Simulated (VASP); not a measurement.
# In4Sb3As (P-43m) in VASP: further runs

Runs on In4Sb3As. Level: PBE. Tasks: single point, relaxation of cell and atoms.

Everything below comes from runs of VASP 6.6.1. Logs are shortened: lines on timing, memory, paths and dates and some standing lists are left out, and cuts for length are marked.

## 1. The cell of the first run

It takes space group P-43m (No. 215, cubic). The conventional cell has a = 6.527 Å, b = 6.527 Å, c = 6.527 Å, α = 90.00°, β = 90.00°, γ = 90.00°. Within 3.6 Å of In (site symmetry 3m) lie 1 As at 2.73 Å and 3 Sb at 2.86 Å. Within 3.8 Å of Sb (site symmetry -42m) lie 4 In at 2.86 Å. Within 3.6 Å of As (site symmetry -43m) lie 4 In at 2.73 Å.

## 2. Single point, PBE

File INCAR:

```
SYSTEM = In4Sb3As
PREC = Accurate
ENCUT = 500
EDIFF = 1E-6
ISMEAR = -1
SIGMA = 0.15
LREAL = .FALSE.
LASPH = .TRUE.
NELM = 120
ALGO = Normal
ISIF = 2
LWAVE = .FALSE.
LCHARG = .TRUE.
GGA = PE
LELF = .TRUE.
LVHAR = .TRUE.
NBANDS = 46
GGA_COMPAT = .FALSE.
```

File KPOINTS:

```
regular mesh
0
G
  6 6 6
  0 0 0
```

File POSCAR:

```
In4Sb3As
1.0
    6.5265493138      0.0000000000      0.0000000000
    0.0000000000      6.5265493138      0.0000000000
    0.0000000000      0.0000000000      6.5265493138
In Sb As
4 3 1
Direct
    0.2414789720      0.7585210280      0.2414789720
    0.2414789720      0.2414789720      0.7585210280
    0.7585210280      0.7585210280      0.7585210280
    0.7585210280      0.2414789720      0.2414789720
    0.0000000000      0.5000000000      0.5000000000
    0.5000000000      0.5000000000      0.0000000000
    0.5000000000      0.0000000000      0.5000000000
    0.0000000000      0.0000000000      0.0000000000
```

Potentials or basis: VASP PAW PBE potentials, release 64 (In_d, Sb, As).

The run is started by

```console
cat potpaw_PBE.64/In_d/POTCAR potpaw_PBE.64/Sb/POTCAR potpaw_PBE.64/As/POTCAR > POTCAR
mpirun -np 1 vasp_std > vasp.out
```

OUTCAR:

```text
SYSTEM = In4Sb3As
   PREC = Accurate
   ENCUT = 500
   EDIFF = 1E-6
   ISMEAR = -1
   LREAL = .FALSE.
   LASPH = .TRUE.
   NELM = 120
   ISIF = 2
   GGA = PE

 ion  position               nearest neighbor table
   1  0.241  0.759  0.241-   8 2.73   6 2.86   7 2.86   5 2.86
   2  0.241  0.241  0.759-   8 2.73   6 2.86   7 2.86   5 2.86
   3  0.759  0.759  0.759-   8 2.73   6 2.86   7 2.86   5 2.86
   4  0.759  0.241  0.241-   8 2.73   6 2.86   7 2.86   5 2.86
   5  0.000  0.500  0.500-   1 2.86   2 2.86   3 2.86   4 2.86
   6  0.500  0.500  0.000-   1 2.86   2 2.86   3 2.86   4 2.86
   7  0.500  0.000  0.500-   1 2.86   2 2.86   3 2.86   4 2.86
   8  0.000  0.000  0.000-   1 2.73   2 2.73   3 2.73   4 2.73

  LATTYP: Found a simple cubic cell.
 ALAT       =     6.5265493138

  Lattice vectors:

 A1 = (   6.5265493138,   0.0000000000,   0.0000000000)
 A2 = (   0.0000000000,   6.5265493138,   0.0000000000)
 A3 = (   0.0000000000,   0.0000000000,   6.5265493138)

Analysis of symmetry for initial positions (statically):
=====================================================================
 Subroutine PRICEL returns:
 Original cell was already a primitive cell.

 Routine SETGRP: Setting up the symmetry group for a
 simple cubic supercell.

 Subroutine GETGRP returns: Found 24 space group operations
 (whereof 24 operations were pure point group operations)
 out of a pool of 48 trial point group operations.

The static configuration has the point symmetry T_d .

Analysis of symmetry for dynamics (positions and initial velocities):
=====================================================================
 Subroutine PRICEL returns:
 Original cell was already a primitive cell.

 Routine SETGRP: Setting up the symmetry group for a
 simple cubic supercell.

 Subroutine GETGRP returns: Found 24 space group operations
 (whereof 24 operations were pure point group operations)
 out of a pool of 48 trial point group operations.

The dynamic configuration has the point symmetry T_d .

 Subroutine INISYM returns: Found 24 space group operations
 (whereof 24 operations are pure point group operations),
 and found     1 'primitive' translations

----------------------------------------------------------------------------------------

[... 100 lines left out ...]
   LREAL  =      F    real-space projection
   EDIFFG = 0.1E-04   stopping-criterion for IOM
   NSW    =      0    number of steps for IOM
   IBRION =     -1    ionic relax: 0-MD 1-quasi-New 2-CG
   NFREE  =      0    steps in history (QN), initial steepest desc. (CG)
   ISIF   =      2    stress and relaxation
   ISYM   =      2    0-nonsym 1-usesym 2-fastsym
   POTIM  = 0.5000    time-step for ionic-motion
   TEBEG  =    0.0;   TEEND  =   0.0 temperature during run
   PSTRESS=    0.0 pullay stress
   NELECT =      72.0000    total number of electrons
   NUPDOWN=      -1.0000    fix difference up-down
   EMIN   =  10.00;   EMAX   =-10.00  energy-range for DOS
   EFERMI =   0.00;   METHOD = LEGACY
   ISMEAR =    -1;   SIGMA  =   0.15  broadening in eV -4-tet -1-fermi 0-gaus
   EFERMI_NEDOS =   21; number of points for ismear=-14 and -15
   IALGO  =     38    algorithm
   IMIX   =      4    mixing-type and parameters
     AMIX     =   0.40;   BMIX     =  1.00
     AMIX_MAG =   1.60;   BMIX_MAG =  1.00
  volume/ion in A,a.u.               =      34.75       234.51
  Fermi-wavevector in a.u.,A,eV,Ry     =   1.043523  1.971973 14.815933  1.088940
  Thomas-Fermi vector in A             =   2.178236
   LORBIT       =      0    0 simple, 1 ext, 2 COOP (PROOUT), +10 PAW based schemes
   GGA     = PE    functional components
   LHFCALC =     F    Hartree Fock is set to
   AEXX    =    0.0000 exact exchange contribution
   IVDW    =     0    specifies the selected vdW correction
   LEPSILON=     F    determine dielectric tensor
   LRPA    =     F    only Hartree local field effects (RPA)
 non-spin polarized calculation
  energy-cutoff  :      500.00
  volume of cell :      278.00
 maximum number of plane-waves:      7120
 NGX is ok and might be reduce to    48
   NGX = 23   NGY = 23   NGZ = 23

 number of electron      71.9999978 magnetization

 Free energy of the ion-electron system (eV)
  ---------------------------------------------------
  ext. energy  EPLUGINS =         0.00000000
  ---------------------------------------------------
  free energy    TOTEN  =       -28.47328925 eV

  energy without entropy =      -28.43418029  energy(sigma->0) =      -28.45373477

 E-fermi :   4.4979     XC(G=0):  -8.4821

 val. band max:        4.2922781608   @ k =   0.0000   0.0000   0.0000
 cond. band min:       4.8179747685   @ k =   0.5000   0.5000   0.3333
 fundamental gap:      0.5256966077
 Fermi energy:         4.4978947598

 k-point     1 :       0.0000    0.0000    0.0000
  band No.  band energies     occupation
      1     -10.2517      2.00000
      2     -10.2257      2.00000
      3     -10.2257      2.00000
      4     -10.1574      2.00000
      5     -10.1574      2.00000
      6     -10.1574      2.00000
[... 969 lines left out ...]
     45       8.3085      0.00000
     46       8.3169      0.00000

------------------------ aborting loop because EDIFF is reached ----------------------------------------

  FORCE on cell =-STRESS in cart. coord.  units (eV):
  Direction    XX          YY          ZZ          XY          YZ          ZX
  --------------------------------------------------------------------------------------
  -------------------------------------------------------------------------------------
  Total       -0.0109359     -0.0109359     -0.0109359      0.0000000     -0.0000000      0.0000000
  in kB       -0.0630251     -0.0630251     -0.0630251      0.0000000     -0.0000000      0.0000000
  external PRESSURE =      -0.0630251 kB  Pullay stress =       0.0000000 kB

 VOLUME and BASIS-vectors are now :
 -----------------------------------------------------------------------------
  energy-cutoff  :      500.00
  volume of cell :      278.00
      direct lattice vectors                 reciprocal lattice vectors
     6.526549314  0.000000000  0.000000000     0.153220324  0.000000000  0.000000000
     0.000000000  6.526549314  0.000000000     0.000000000  0.153220324  0.000000000
     0.000000000  0.000000000  6.526549314     0.000000000  0.000000000  0.153220324

 POSITION                                       TOTAL-FORCE (eV/Angst)
 -----------------------------------------------------------------------------------
      1.57602      4.95052      1.57602         0.003879     -0.003879      0.003879
      1.57602      1.57602      4.95052         0.003879      0.003879     -0.003879
      4.95052      4.95052      4.95052        -0.003879     -0.003879     -0.003879
      4.95052      1.57602      1.57602        -0.003879      0.003879      0.003879
      0.00000      3.26327      3.26327         0.000000     -0.000000      0.000000
      3.26327      3.26327      0.00000         0.000000     -0.000000      0.000000
      3.26327      0.00000      3.26327         0.000000      0.000000      0.000000
      0.00000      0.00000      0.00000         0.000000     -0.000000      0.000000
 -----------------------------------------------------------------------------------
    total drift:                               -0.000000     -0.000000     -0.000000

  FREE ENERGIE OF THE ION-ELECTRON SYSTEM (eV)
  ---------------------------------------------------
  free  energy   TOTEN  =       -28.4732892517 eV

  energy  without entropy=      -28.4341802926  energy(sigma->0) =      -28.45373477
```

Run time: 6.8 min. Hardware: 1 thread of Oxide Virtual Turin-like, shared host; peak memory 0.42 GiB.

Results:

| Quantity | Value |
| --- | --- |
| Free energy | -28.4733 eV |
| Pressure | 0.0 GPa |
| Largest force | 0.007 eV/Å |
| Band gap on the k mesh | zero (bands 36 and 37 overlap by 0.01 eV) |

Forces on the atoms (eV/Å):
```
In   0.004 -0.004  0.004
In   0.004  0.004 -0.004
In  -0.004 -0.004 -0.004
In  -0.004  0.004  0.004
Sb   0.000  0.000  0.000
Sb   0.000  0.000  0.000
Sb   0.000  0.000  0.000
As   0.000  0.000  0.000
```

Caveat: semilocal functionals underestimate gaps, and a narrow one can read as zero; spin-orbit coupling is left out, which moves the levels of the heavy elements.

## 3. Single point, PBE

File INCAR:

```
SYSTEM = In4Sb3As
PREC = Accurate ; ENCUT = 500
EDIFF = 1E-6 ; ISMEAR = -1
SIGMA = 0.15 ; LREAL = .False.
LASPH = .True. ; NELM = 120
ALGO = Normal ; ISIF = 2
LWAVE = .False. ; LCHARG = .False.
GGA = PE ; NBANDS = 46
GGA_COMPAT = .False.
```

File KPOINTS:

```
Automatic mesh
0
Gamma
  6 6 6
  0.5 0.5 0.5
```

POSCAR is that of step 2.

Potentials or basis: VASP PAW PBE potentials, release 64 (In_d, Sb, As).

The run is started by

```console
cat potpaw_PBE.64/In_d/POTCAR potpaw_PBE.64/Sb/POTCAR potpaw_PBE.64/As/POTCAR > POTCAR
mpirun -np 1 vasp_std > vasp.out
```

Run time: 4 min. Hardware: 1 thread of Oxide Virtual Turin-like, shared host; peak memory 0.35 GiB.

It converged, with:

```
Free energy            : -28.4720 eV
Pressure               : 0.0 GPa
Largest force          : 0.005 eV/Å
Band gap on the k mesh : 0.41 eV (least direct gap 0.54 eV)
```

Forces on the atoms (eV/Å):
```
In   0.003 -0.003  0.003
In   0.003  0.003 -0.003
In  -0.003 -0.003 -0.003
In  -0.003  0.003  0.003
Sb   0.000  0.000  0.000
Sb   0.000  0.000  0.000
Sb   0.000  0.000  0.000
As   0.000  0.000  0.000
```

Levels at points of the mesh, in eV from the valence-band top:
| k point | band 34 | band 35 | band 36 | band 37 | band 38 | band 39 |
| --- | --- | --- | --- | --- | --- | --- |
| (0.08, 0.08, 0.08) | -1.31 | 0.00 | 0.00 | 0.54 | 1.57 | 1.57 |

Caveat: semilocal functionals underestimate gaps, and a narrow one can read as zero; spin-orbit coupling is left out, which moves the levels of the heavy elements; a shifted mesh leaves out Γ, where band edges can lie. A k mesh can miss the band edges.

## 4. Relaxation of cell and atoms, PBE

File INCAR:

```
SYSTEM = In4Sb3As
PREC = Accurate
ENCUT = 500
EDIFF = 1E-7
ISMEAR = -1
SIGMA = 0.15
LREAL = .False.
LASPH = .True.
NELM = 120
ALGO = Normal
ISIF = 3
LWAVE = .False.
LCHARG = .False.
GGA = PE
IBRION = 2
NSW = 80
EDIFFG = -0.001
GGA_COMPAT = .False.
NELMIN = 4
```

File KPOINTS:

```
regular mesh
0
Gamma
  6 6 6
  0 0 0
```

File POSCAR:

```
In4Sb3As
1.0
    6.5261801935      0.0000000000      0.0000000000
    0.0000000000      6.5261801935      0.0000000000
    0.0000000000      0.0000000000      6.5261801935
In Sb As
4 3 1
Direct
    0.2416652626      0.7583347374      0.2416652626
    0.2416652626      0.2416652626      0.7583347374
    0.7583347374      0.7583347374      0.7583347374
    0.7583347374      0.2416652626      0.2416652626
    0.0000000000      0.5000000000      0.5000000000
    0.5000000000      0.5000000000      0.0000000000
    0.5000000000      0.0000000000      0.5000000000
    0.0000000000      0.0000000000      0.0000000000
```

The run is started by

```console
cat potpaw_PBE.64/In_d/POTCAR potpaw_PBE.64/Sb/POTCAR potpaw_PBE.64/As/POTCAR > POTCAR
mpirun -np 1 vasp_std > vasp.out
```

It took 16 min on 1 thread of Oxide Virtual Turin-like, shared host; peak memory 0.43 GiB.

The run converged. Its results:

* Free energy: -28.4733 eV
* Energy gained by relaxing: 0.0 meV/atom
* Ionic steps: 4
* Pressure after relaxing: 0.0 GPa
* Band gap on the k mesh: zero (bands 36 and 37 overlap by 0.01 eV)

Final structure:
```cif
data_structure
_symmetry_space_group_name_H-M 'P 1'
_symmetry_Int_Tables_number 1
_cell_length_a 6.5260
_cell_length_b 6.5260
_cell_length_c 6.5260
_cell_angle_alpha 90.000
_cell_angle_beta 90.000
_cell_angle_gamma 90.000
_cell_volume 277.94
loop_
_atom_site_label
_atom_site_type_symbol
_atom_site_fract_x
_atom_site_fract_y
_atom_site_fract_z
_atom_site_occupancy
In1 In 0.24155 0.75845 0.24155 1
In2 In 0.24155 0.24155 0.75845 1
In3 In 0.75845 0.75845 0.75845 1
In4 In 0.75845 0.24155 0.24155 1
Sb1 Sb 0.00000 0.50000 0.50000 1
Sb2 Sb 0.50000 0.50000 0.00000 1
Sb3 Sb 0.50000 0.00000 0.50000 1
As1 As 0.00000 0.00000 0.00000 1
```

Levels at points of the mesh, in eV from the Fermi level:
| k point | band 33 | band 34 | band 35 | band 36 | band 37 | band 38 | band 39 | band 40 |
| --- | --- | --- | --- | --- | --- | --- | --- | --- |
| (0.00, 0.00, 0.00) | -2.21 | -0.88 | -0.21 | -0.21 | -0.21 | 1.22 | 1.22 | 1.27 |
| (0.50, 0.00, 0.00) | -1.66 | -1.66 | -1.34 | -1.34 | 1.40 | 1.60 | 2.04 | 2.28 |
| (0.50, 0.50, 0.00) | -1.34 | -1.34 | -1.09 | -0.91 | 1.46 | 1.68 | 1.96 | 1.96 |
| (0.50, 0.50, 0.50) | -1.03 | -1.03 | -0.87 | -0.87 | -0.21 | 0.43 | 0.43 | 0.43 |

Caveat: semilocal functionals underestimate gaps, and a narrow one can read as zero; spin-orbit coupling is left out, which moves the levels of the heavy elements.

## 5. Overview

| task | cell | k mesh | gap on the mesh (eV) | pressure (GPa) | largest force (eV/Å) |
| --- | --- | --- | --- | --- | --- |
| single point | a = 6.527 Å, 8 atoms, atomic positions A | 6 × 6 × 6 | none | 0.0 | 0.01 |
| single point | a = 6.527 Å, 8 atoms, atomic positions A | 6 × 6 × 6, shifted | 0.41 | 0.0 | 0.01 |
| relaxation of cell and atoms | relaxed from a = 6.526 Å, 8 atoms, atomic positions B | 6 × 6 × 6 | none | 0.0 | - |

Alike in all rows: level PBE; potentials or basis VASP PAW PBE potentials, release 64 (In_d, Sb, As); no spin polarisation; cutoff (eV) 500; smearing fermi-dirac 0.15 eV.

Caveats: semilocal functionals underestimate gaps, and a narrow one can read as zero; spin-orbit coupling is left out, which moves the levels of the heavy elements; a shifted mesh leaves out Γ, where band edges can lie (at least some runs).

Absolute energies hang on the potentials; compare differences alone.

The gap in the log of VASP goes by the Fermi energy; the results here count the filled bands.